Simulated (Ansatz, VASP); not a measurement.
# ZrC in VASP and in Ansatz

```
Zr C
1.0
     0.00000    2.35388    2.35388
     2.35388    0.00000    2.35388
     2.35388    2.35388    0.00000
Zr C
1 1
Direct
  0.50000 0.50000 0.50000
  0.00000 0.00000 0.00000
```

Alike in both runs: task single point; functional PBE; k mesh 16 × 16 × 16; occupations gaussian, width 0.1 eV; no spin polarisation.

```csv
,VASP,Ansatz
version,VASP 6.6.1,Ansatz 0.2.0
potentials or method,"VASP PAW PBE potentials, release 64 (Zr_sv, C), cutoff 520 eV","scalar-relativistic, plane waves, PAW"
valence electrons in the cell,16,16
```

|  | VASP | Ansatz | Ansatz less VASP |
| --- | --- | --- | --- |
| gap on the k mesh at the Fermi level (eV) | none | none | - |
| pressure (GPa) | 0.4 | 0.1 | -0.25 |

A gap of «none» marks a metal or a gap that the smearing closes. With one functional, cell and mesh, what is left measures potentials, basis and numerics.
